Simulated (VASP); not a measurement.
# Cd (Im-3m) in VASP: further runs

The runs below take Cd through single point, relaxation of cell and atoms, with revPBE.

All numbers are computed with VASP 6.6.1; they aren't measurements. Logs are shortened: lines on timing, memory, paths and dates and some standing lists are left out, and cuts for length are marked.

## Step 1: The cell of the first run

Symmetry: Im-3m, No. 229, cubic system. Conventional cell: a = 3.707 Å, b = 3.707 Å, c = 3.707 Å, α = 90.00°, β = 90.00°, γ = 90.00°. Within 4.2 Å of Cd (site symmetry m-3m) lie 14 Cd at 3.21 to 3.71 Å.

## Step 2: Single point, revPBE (volume scaled by 1.04)

File INCAR:

```
SYSTEM = Cd
PREC = Accurate
ENCUT = 520
EDIFF = 1E-6
ISMEAR = -1
SIGMA = 0.1
LREAL = .False.
LASPH = .True.
NELM = 80
ALGO = Normal
ISIF = 2
LWAVE = .False.
LCHARG = .False.
GGA = RE
NBANDS = 12
```

File KPOINTS:

```
Automatic mesh
0
Gamma
  14 14 14
  0 0 0
```

File POSCAR:

```
Cd
1.0
   -1.8535719654      1.8535719654      1.8535719654
    1.8535719654     -1.8535719654      1.8535719654
    1.8535719654      1.8535719654     -1.8535719654
Cd
1
Direct
    0.0000000000      0.0000000000      0.0000000000
```

Potentials or basis: VASP PAW PBE potentials, release 64 (Cd).

The run is started by

```
$ cat potpaw_PBE.64/Cd/POTCAR > POTCAR
$ mpirun -np 1 vasp_std > vasp.out
```

OUTCAR:

```text
SYSTEM = Cd
   PREC = Accurate
   ENCUT = 520
   EDIFF = 1E-6
   ISMEAR = -1
   LREAL = .False.
   LASPH = .True.
   NELM = 80
   ISIF = 2
   GGA = RE

 ion  position               nearest neighbor table
   1  0.000  0.000  0.000-

  LATTYP: Found a body centered cubic cell.
 ALAT       =     3.7071439308

  Lattice vectors:

 A1 = (  -1.8535719654,   1.8535719654,   1.8535719654)
 A2 = (   1.8535719654,  -1.8535719654,   1.8535719654)
 A3 = (   1.8535719654,   1.8535719654,  -1.8535719654)

Analysis of symmetry for initial positions (statically):
=====================================================================
 Subroutine PRICEL returns:
 Original cell was already a primitive cell.

 Routine SETGRP: Setting up the symmetry group for a
 body centered cubic supercell.

 Subroutine GETGRP returns: Found 48 space group operations
 (whereof 48 operations were pure point group operations)
 out of a pool of 48 trial point group operations.

The static configuration has the point symmetry O_h .

Analysis of symmetry for dynamics (positions and initial velocities):
=====================================================================
 Subroutine PRICEL returns:
 Original cell was already a primitive cell.

 Routine SETGRP: Setting up the symmetry group for a
 body centered cubic supercell.

 Subroutine GETGRP returns: Found 48 space group operations
 (whereof 48 operations were pure point group operations)
 out of a pool of 48 trial point group operations.

The dynamic configuration has the point symmetry O_h .

 Subroutine INISYM returns: Found 48 space group operations
 (whereof 48 operations are pure point group operations),
 and found     1 'primitive' translations

----------------------------------------------------------------------------------------

                                     Primitive cell

  volume of cell :      25.4735

  direct lattice vectors                    reciprocal lattice vectors
    -1.853571965  1.853571965  1.853571965     0.000000000  0.269749440  0.269749440
     1.853571965 -1.853571965  1.853571965     0.269749440  0.000000000  0.269749440
     1.853571965  1.853571965 -1.853571965     0.269749440  0.269749440  0.000000000

  length of vectors
     3.210480820  3.210480820  3.210480820     0.381483317  0.381483317  0.381483317

  position of ions in fractional coordinates (direct lattice)
     0.000000000  0.000000000  0.000000000

  ion indices of the primitive-cell ions
   primitive index   ion index
                 1           1

----------------------------------------------------------------------------------------

 KPOINTS: Automatic mesh

Automatic generation of k-mesh.
 Grid dimensions read from file:
 generate k-points for:   14   14   14

 Generating k-lattice:

  Cartesian coordinates                     Fractional coordinates (reciprocal lattice)
     0.000000000  0.019267817  0.019267817     0.071428571  0.000000000  0.000000000
     0.019267817  0.000000000  0.019267817     0.000000000  0.071428571  0.000000000
     0.019267817  0.019267817  0.000000000     0.000000000  0.000000000  0.071428571

  Length of vectors
     0.027248808  0.027248808  0.027248808

  Shift w.r.t. Gamma in fractional coordinates (k-lattice)
     0.000000000  0.000000000  0.000000000

 Subroutine IBZKPT returns following result:
 ===========================================

 Found    104 irreducible k-points:

 Following reciprocal coordinates:
            Coordinates               Weight
  0.000000  0.000000  0.000000      1.000000
  0.071429  0.000000  0.000000     12.000000
  0.142857  0.000000  0.000000     12.000000
  0.214286  0.000000  0.000000     12.000000
  0.285714  0.000000  0.000000     12.000000
  0.357143  0.000000  0.000000     12.000000
[... 16 lines left out ...]
  0.285714  0.285714  0.000000     24.000000
  0.357143  0.285714  0.000000     24.000000
 [... further k-points ...]
   k-points           NKPTS =    104   k-points in BZ     NKDIM =    104   number of bands    NBANDS=     12
   number of dos      NEDOS =    301   number of ions     NIONS =      1
   total plane-waves  NPLWV =  13824
   dimension x,y,z NGX =    24 NGY =   24 NGZ =   24
   dimension x,y,z NGXF=    48 NGYF=   48 NGZF=   48
   ions per type =               1
   NGX,Y,Z   is equivalent  to a cutoff of  12.43, 12.43, 12.43 a.u.
   NGXF,Y,Z  is equivalent  to a cutoff of  24.86, 24.86, 24.86 a.u.
 SYSTEM =  Cd
   PREC   = accura    normal or accurate (medium, high low for compatibility)
   ISTART =      0    job   : 0-new  1-cont  2-samecut
   ICHARG =      2    charge: 1-file 2-atom 10-const
   ISPIN  =      1    spin polarized calculation?
   LNONCOLLINEAR =      F non collinear calculations
   LSORBIT =      F    spin-orbit coupling
   LASPH  =      T    aspherical Exc in radial PAW
   ENCUT  =  520.0 eV  38.22 Ry    6.18 a.u.   5.97  5.97  5.97*2*pi/ulx,y,z
   NELM   =     80;   NELMIN=  2; NELMDL= -5     # of ELM steps
   EDIFF  = 0.1E-05   stopping-criterion for ELM
   LREAL  =      F    real-space projection
   EDIFFG = 0.1E-04   stopping-criterion for IOM
   NSW    =      0    number of steps for IOM
   IBRION =     -1    ionic relax: 0-MD 1-quasi-New 2-CG
   NFREE  =      0    steps in history (QN), initial steepest desc. (CG)
   ISIF   =      2    stress and relaxation
   ISYM   =      2    0-nonsym 1-usesym 2-fastsym
   POTIM  = 0.5000    time-step for ionic-motion
   TEBEG  =    0.0;   TEEND  =   0.0 temperature during run
   PSTRESS=    0.0 pullay stress
   NELECT =      12.0000    total number of electrons
   NUPDOWN=      -1.0000    fix difference up-down
   EMIN   =  10.00;   EMAX   =-10.00  energy-range for DOS
   EFERMI =   0.00;   METHOD = LEGACY
   ISMEAR =    -1;   SIGMA  =   0.10  broadening in eV -4-tet -1-fermi 0-gaus
   EFERMI_NEDOS =   21; number of points for ismear=-14 and -15
   IALGO  =     38    algorithm
   IMIX   =      4    mixing-type and parameters
     AMIX     =   0.40;   BMIX     =  1.00
     AMIX_MAG =   1.60;   BMIX_MAG =  1.00
  volume/ion in A,a.u.               =      25.47       171.90
  Fermi-wavevector in a.u.,A,eV,Ry     =   1.273813  2.407158 22.076819  1.622600
  Thomas-Fermi vector in A             =   2.406616
   LORBIT       =      0    0 simple, 1 ext, 2 COOP (PROOUT), +10 PAW based schemes
   GGA     = RE    functional components
   LHFCALC =     F    Hartree Fock is set to
   AEXX    =    0.0000 exact exchange contribution
   IVDW    =     0    specifies the selected vdW correction
   LEPSILON=     F    determine dielectric tensor
   LRPA    =     F    only Hartree local field effects (RPA)
 non-spin polarized calculation
  energy-cutoff  :      520.00
  volume of cell :       25.47
 maximum number of plane-waves:       700
   NGX = 11   NGY = 11   NGZ = 11

 number of electron      11.9999993 magnetization

 Free energy of the ion-electron system (eV)
  ---------------------------------------------------
  ext. energy  EPLUGINS =         0.00000000
  ---------------------------------------------------
  free energy    TOTEN  =        -0.37837841 eV

  energy without entropy =       -0.36408470  energy(sigma->0) =       -0.37123156

 E-fermi :   1.9346     XC(G=0): -10.0934

 val. band max:        1.9081680159   @ k =   0.3571   0.2143   0.0714
 cond. band min:       1.9417249034   @ k =  -0.4286   0.4286   0.3571
 fundamental gap:      0.0335568875
 Fermi energy:         1.9345699052

 k-point     1 :       0.0000    0.0000    0.0000
  band No.  band energies     occupation
      1      -6.9432      2.00000
      2      -6.9432      2.00000
      3      -6.9432      2.00000
      4      -6.4737      2.00000
      5      -6.4737      2.00000
      6      -5.7714      2.00000
      7      16.3654      0.00000
      8      16.3654      0.00000
      9      16.3654      0.00000
     10      16.7538      0.00000
     11      16.7538      0.00000
     12      16.7538      0.00000

 k-point     2 :       0.0714    0.0000    0.0000
  band No.  band energies     occupation
      1      -6.9547      2.00000
      2      -6.9381      2.00000
      3      -6.9076      2.00000
      4      -6.4860      2.00000
      5      -6.4733      2.00000
      6      -5.6472      2.00000
      7      14.7725      0.00000
      8      15.6754      0.00000
      9      15.7631      0.00000
     10      16.3765      0.00000
     11      16.4830      0.00000
     12      16.7962      0.00000

 k-point     3 :       0.1429    0.0000    0.0000
  band No.  band energies     occupation
      1      -6.9871      2.00000
      2      -6.9378      2.00000
      3      -6.8062      2.00000
      4      -6.5164      2.00000
      5      -6.4722      2.00000
      6      -5.2630      2.00000
      7      12.1261      0.00000
      8      14.4031      0.00000
      9      14.6014      0.00000
     10      15.9095      0.00000
     11      15.9500      0.00000
     12      17.2171      0.00000
[... 286 lines left out ...]
 k-point    23 :       0.2857    0.2857    0.0000
  band No.  band energies     occupation
      1      -7.1327      2.00000
      2      -6.8793      2.00000
      3      -6.6560      2.00000
      4      -6.4896      2.00000
      5      -6.3719      2.00000
      6       0.5047      2.00000
      7       3.6296      0.00000
      8       4.4350      0.00000
      9      10.5873      0.00000
     10      17.1903      0.00000
     11      17.9383      0.00000
     12      20.5598      0.00000

 k-point    24 :       0.3571    0.2857    0.0000
  band No.  band energies     occupation
      1      -7.1337      2.00000
      2      -6.8388      2.00000
      3      -6.6972      2.00000
      4      -6.4605      2.00000
      5      -6.3933      2.00000
      6       1.8964      1.18843
      7       2.3413      0.03368
      8       3.9885      0.00000
      9      10.4910      0.00000
     10      17.3623      0.00000
     11      18.4839      0.00000
     12      19.5745      0.00000

 [... further k-points ...]
[... 5 lines left out ...]
  --------------------------------------------------------------------------------------
  -------------------------------------------------------------------------------------
  Total       -0.1092669     -0.1092669     -0.1092669      0.0000000     -0.0000000      0.0000000
  in kB       -6.8724381     -6.8724381     -6.8724381      0.0000000     -0.0000000      0.0000000
  external PRESSURE =      -6.8724381 kB  Pullay stress =       0.0000000 kB

 VOLUME and BASIS-vectors are now :
 -----------------------------------------------------------------------------
  energy-cutoff  :      520.00
  volume of cell :       25.47
      direct lattice vectors                 reciprocal lattice vectors
    -1.853571965  1.853571965  1.853571965     0.000000000  0.269749440  0.269749440
     1.853571965 -1.853571965  1.853571965     0.269749440  0.000000000  0.269749440
     1.853571965  1.853571965 -1.853571965     0.269749440  0.269749440  0.000000000

 POSITION                                       TOTAL-FORCE (eV/Angst)
 -----------------------------------------------------------------------------------
      0.00000      0.00000      0.00000        -0.000000      0.000000      0.000000
 -----------------------------------------------------------------------------------
    total drift:                               -0.000000      0.000000      0.000000

  FREE ENERGIE OF THE ION-ELECTRON SYSTEM (eV)
  ---------------------------------------------------
  free  energy   TOTEN  =        -0.3783784105 eV

  energy  without entropy=       -0.3640847044  energy(sigma->0) =       -0.37123156
```

Wall time 12 s (1 thread of AMD EPYC 9R14 (Zen 4), shared host); peak memory 0.13 GiB.

What came out:

| Property | Result |
| --- | --- |
| Free energy | -0.3784 eV |
| Pressure | -0.7 GPa |
| Band gap on the k mesh | zero (band 6 reaches 5.30 eV, above the bottom of band 7 at 0.85 eV) |

Caveat: the cell differs from its parent crystal (volume scaled by 1.04); the PAW data sets were made with another functional, which shifts forces and pressure a little.

## Step 3: Single point, revPBE (volume scaled by 1.08)

File INCAR:

```
PREC = Accurate
ENCUT = 520
EDIFF = 1E-6
ISMEAR = -1
SIGMA = 0.1
LREAL = F
LASPH = T
NELM = 60
ALGO = Normal
ISIF = 2
LWAVE = F
LCHARG = T
GGA = RE
LELF = T
LVHAR = T
NBANDS = 12
```

File KPOINTS:

```
Automatic mesh
0
Gamma
  14 14 14
```

File POSCAR:

```
Cd
1.0
   -1.8770373927      1.8770373927      1.8770373927
    1.8770373927     -1.8770373927      1.8770373927
    1.8770373927      1.8770373927     -1.8770373927
Cd
1
Direct
    0.0000000000      0.0000000000      0.0000000000
```

Potentials or basis: VASP PAW PBE potentials, release 64 (Cd).

The run is started by

```
$ cat potpaw_PBE.64/Cd/POTCAR > POTCAR
$ mpirun -np 1 vasp_std > vasp.out
```

Run time: 13 s. Hardware: 1 thread of AMD EPYC 9R14 (Zen 4), shared host; peak memory 0.13 GiB.

Results (log left out):

| Item | Value |
| --- | --- |
| Free energy | -0.3719 eV |
| Pressure | -1.4 GPa |
| Band gap on the k mesh | zero (band 6 reaches 5.04 eV, above the bottom of band 7 at 0.58 eV) |

Levels at points of the mesh, in eV from the Fermi level:
```tsv
k point	band 4	band 5	band 6	band 7	band 8	band 9
(0.00, 0.00, 0.00)	-8.36	-8.36	-7.46	13.96	13.96	13.96
(0.50, 0.00, 0.00)	-8.35	-8.07	-1.40	-1.13	8.33	9.31
(0.50, 0.50, 0.50)	-8.14	-8.14	3.34	3.34	3.34	4.26
```

Caveat: the cell differs from its parent crystal (volume scaled by 1.08); the PAW data sets were made with another functional, which shifts forces and pressure a little.

## Step 4: Single point, revPBE (volume scaled by 1.12)

File INCAR:

```
PREC     = Accurate       # precision mode
ENCUT    = 520            # plane-wave cutoff, eV
EDIFF    = 1E-6           # SCF threshold, eV
ISMEAR   = -1             # smearing method
SIGMA    = 0.1            # smearing width, eV
LREAL    = False          # projectors in reciprocal space
LASPH    = True           # aspherical terms in the spheres
NELM     = 60             # most SCF steps
ALGO     = Normal         # electronic algorithm
ISIF     = 2              # what is computed and relaxed
LWAVE    = False          # write WAVECAR
LCHARG   = True           # write CHGCAR
GGA      = RE             # functional
LELF     = True           # ELF
LVHAR    = True         
NBANDS   = 12             # bands
```

KPOINTS is that of step 3.

File POSCAR:

```
Cd
1.0
   -1.8999303488      1.8999303488      1.8999303488
    1.8999303488     -1.8999303488      1.8999303488
    1.8999303488      1.8999303488     -1.8999303488
Cd
1
Direct
    0.0000000000      0.0000000000      0.0000000000
```

The run is started by

```
$ cat potpaw_PBE.64/Cd/POTCAR > POTCAR
$ mpirun -np 1 vasp_std > vasp.out
```

Run time: 13 s. Hardware: 1 thread of AMD EPYC 9R14 (Zen 4), shared host; peak memory 0.13 GiB.

Results (log left out):

```yaml
Free_energy: -0.3614 eV
Pressure: -2.0 GPa
Band_gap_on_the_k_mesh: zero (band 6 reaches 4.80 eV, above the bottom of band 7 at 0.33 eV)
```

Levels at points of the mesh, in eV from the Fermi level:
```tsv
k point	band 2	band 3	band 4	band 5	band 6	band 7	band 8	band 9	band 10	band 11
(0.00, 0.00, 0.00)	-8.72	-8.72	-8.32	-8.32	-7.23	13.53	13.53	13.53	14.47	14.47
(0.50, 0.00, 0.00)	-8.91	-8.34	-8.31	-8.05	-1.28	-1.17	8.13	9.15	12.03	12.18
(0.50, 0.50, 0.50)	-8.99	-8.12	-8.12	-8.12	3.30	3.30	3.30	3.97	7.19	7.19
```

Caveat: the cell differs from its parent crystal (volume scaled by 1.12); the PAW data sets were made with another functional, which shifts forces and pressure a little.

## Step 5: Relaxation of cell and atoms, revPBE

This run uses another cell than the first one, of 21.59 Å³/atom, 0.847 times its volume.

File INCAR:

```
  ALGO = Normal
  EDIFF = 1E-6
  EDIFFG = -0.01
  ENCUT = 600
  GGA = RE
  IBRION = 2
  ISIF = 3
  ISMEAR = -1
  LASPH = T
  LCHARG = F
  LREAL = F
  LWAVE = F
  NELM = 100
  NSW = 80
  PREC = Accurate
  SIGMA = 0.1
```

File KPOINTS:

```
k-points
0
Gamma
  13 13 13
```

File POSCAR:

```
Cd
1.0
   -1.7540139848      1.7540139848      1.7540139848
    1.7540139848     -1.7540139848      1.7540139848
    1.7540139848      1.7540139848     -1.7540139848
Cd
1
Direct
    0.0000000000      0.0000000000      0.0000000000
```

The run is started by

```
$ cat potpaw_PBE.64/Cd/POTCAR > POTCAR
$ mpirun -np 1 vasp_std > vasp.out
```

It took 21 s on 1 thread of AMD EPYC 9R14 (Zen 4), shared host; peak memory 0.13 GiB.

Results (log left out):

```yaml
Free_energy: -0.3807 eV
Relaxed_volume: 24.61 Å³/atom
Relaxed_cell: a = 3.174 Å, b = 3.174 Å, c = 3.174 Å, α = 109.47°, β = 109.47°, γ = 109.47°
Space_group_after_relaxing_to_0.05_Å: Im-3m (No. 229)
Energy_gained_by_relaxing: 47.4 meV/atom
Ionic_steps: 3
Pressure_after_relaxing: 0.0 GPa
Band_gap_on_the_k_mesh: zero (band 6 reaches 4.65 eV, above the bottom of band 7 at 1.18 eV)
```

Step by step:
```tsv
step	energy change (eV)	largest force (eV/Å)	pressure (GPa)	volume (Å³)
1	0.0000	0.0000	5.93	21.59
2	-0.0468	0.0000	0.52	24.18
3	-0.0474	0.0000	-0.04	24.61
```

Final structure:
```xyz
1
Lattice="-1.8325 1.8325 1.8325 1.8325 -1.8325 1.8325 1.8325 1.8325 -1.8325" Properties=species:S:1:pos:R:3 pbc="T T T"
Cd    0.0000    0.0000    0.0000
```

Levels at points of the mesh, in eV from the Fermi level:
```csv
k point,band 2,band 3,band 4,band 5,band 6,band 7,band 8,band 9,band 10
"(0.00, 0.00, 0.00)",-8.99,-8.99,-8.48,-8.48,-7.96,14.85,14.96,14.96,14.96
```

Caveat: the PAW data sets were made with another functional, which shifts forces and pressure a little.

## Step 6: Single point, revPBE

This run uses another cell than the first one, of 24.49 Å³/atom, 0.962 times its volume.

File INCAR:

```
SYSTEM = Cd
PREC = Accurate
ENCUT = 520
EDIFF = 1E-6
ISMEAR = -1
SIGMA = 0.1
LREAL = .False.
LASPH = .True.
NELM = 60
ALGO = Normal
ISIF = 2
LWAVE = .False.
LCHARG = .False.
GGA = RE
NBANDS = 12
```

File KPOINTS:

```
Automatic mesh
0
Gamma
  20 20 20
  0 0 0
```

File POSCAR:

```
Cd
1.0
   -1.8294968772      1.8294968772      1.8294968772
    1.8294968772     -1.8294968772      1.8294968772
    1.8294968772      1.8294968772     -1.8294968772
Cd
1
Direct
    0.0000000000      0.0000000000      0.0000000000
```

Potentials or basis: VASP PAW PBE potentials, release 64 (Cd).

The run is started by

```
$ cat potpaw_PBE.64/Cd/POTCAR > POTCAR
$ mpirun -np 1 vasp_std > vasp.out
```

Wall time 28 s (1 thread of AMD EPYC 9R14 (Zen 4), shared host); peak memory 0.16 GiB.

It converged, with:

| Property | Result |
| --- | --- |
| Free energy | -0.3817 eV |
| Pressure | 0.3 GPa |
| Band gap on the k mesh | zero (band 6 reaches 5.58 eV, above the bottom of band 7 at 1.15 eV) |

Levels at points of the mesh, in eV from the Fermi level:
| k point | band 4 | band 5 | band 6 | band 7 | band 8 | band 9 |
| --- | --- | --- | --- | --- | --- | --- |
| (0.00, 0.00, 0.00) | -8.48 | -8.48 | -7.99 | 14.91 | 14.91 | 14.91 |
| (0.50, 0.00, 0.00) | -8.47 | -8.14 | -1.69 | -1.05 | 8.76 | 9.61 |
| (0.50, 0.50, 0.50) | -8.22 | -8.22 | 3.38 | 3.38 | 3.38 | 4.87 |

Caveat: the PAW data sets were made with another functional, which shifts forces and pressure a little.

## Step 7: Overview

| task | cell | k mesh | cutoff (eV) | gap on the mesh (eV) | pressure (GPa) |
| --- | --- | --- | --- | --- | --- |
| single point | a = 3.210 Å, angles 109.5°, 1 atom | 14 × 14 × 14 | 520 | none | -0.7 |
| single point | a = 3.251 Å, angles 109.5°, 1 atom | 14 × 14 × 14 | 520 | none | -1.4 |
| single point | a = 3.291 Å, angles 109.5°, 1 atom | 14 × 14 × 14 | 520 | none | -2.0 |
| relaxation of cell and atoms | relaxed from a = 3.038 Å, angles 109.5°, 1 atom | 13 × 13 × 13 | 600 | none | 0.0 |
| single point | a = 3.169 Å, angles 109.5°, 1 atom | 20 × 20 × 20 | 520 | none | 0.3 |

Alike in all rows: level revPBE; potentials or basis VASP PAW PBE potentials, release 64 (Cd); no spin polarisation; smearing fermi-dirac 0.1 eV.

Caveats: the PAW data sets were made with another functional, which shifts forces and pressure a little.

Absolute energies hang on the potentials; compare differences alone.
